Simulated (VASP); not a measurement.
Runs of VASP 6.6.1 on Zn. The structure is that of space group Im-3m (No. 229), or close to it. The cells are those of the table. 

| task | cell | k mesh | cutoff (eV) | gap on the mesh (eV) | pressure (GPa) |
| --- | --- | --- | --- | --- | --- |
| single point | a = 2.815 Å, angles 109.5°, 1 atom | 16 × 16 × 16 | 520 | none | -3.3 |
| single point | a = 2.743 Å, angles 109.5°, 1 atom | 16 × 16 × 16 | 520 | none | 0.4 |
| relaxation of cell and atoms | relaxed from a = 2.703 Å, angles 109.5°, 1 atom | 14 × 14 × 14 | 600 | none | 0.0 |
| single point | a = 2.779 Å, angles 109.5°, 1 atom | 16 × 16 × 16 | 520 | none | -1.7 |
| single point | a = 2.849 Å, angles 109.5°, 1 atom | 16 × 16 × 16 | 520 | none | (a) |
| single point | a = 2.706 Å, angles 109.5°, 1 atom | 16 × 16 × 16 | 520 | none | (b) |
| single point | a = 2.743 Å, angles 109.5°, 1 atom | 23 × 23 × 23 | 520 | none | 0.3 |
| single point | a = 2.629 Å, angles 109.5°, 1 atom | 16 × 16 × 16 | 520 | none | 11.0 |

Alike in all rows: level revPBE; potentials or basis VASP PAW PBE potentials, release 64 (Zn); no spin polarisation; smearing fermi-dirac 0.1 eV.

**Question.** Estimate the missing entries.

**Answer.** (a) -4.5; (b) 3.2.

Caveats: the PAW data sets were made with another functional, which shifts forces and pressure a little.

A gap of «none» marks levels without a gap at the run's occupations.
